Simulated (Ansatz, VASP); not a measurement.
SnO2 in VASP and in Ansatz

```
Sn O
1.0
     0.00000    2.60802    2.60802
     2.60802    0.00000    2.60802
     2.60802    2.60802    0.00000
Sn O
1 2
Direct
  0.00000 0.00000 0.00000
  0.75000 0.75000 0.75000
  0.25000 0.25000 0.25000
```

Change from the starting cell: volume scaled by 1.04.

Alike in both runs: task single point; functional PBEsol; k mesh 9 × 9 × 9; occupations fermi-dirac, width 0.05 eV; no spin polarisation.

|  | VASP | Ansatz |
| --- | --- | --- |
| version | VASP 6.6.1 | Ansatz 0.2.0 |
| potentials or method | VASP PAW PBE potentials, release 64 (Sn_d, O), cutoff 520 eV | all-electron LAPW, scalar-relativistic |

VASP gave:

| Item | Value |
| --- | --- |
| gap on the k mesh at the Fermi level (eV) | none |
| pressure (GPa) | -12.8 |

Task: Which values does Ansatz return?

Result: gap on the k mesh at the Fermi level (eV): none; pressure (GPa): -13.3.

VASP's potentials were made for PBE, not for PBEsol. A gap of «none» marks a metal or a gap that the smearing closes. Ansatz ran all-electron here, and VASP with PAW potentials.
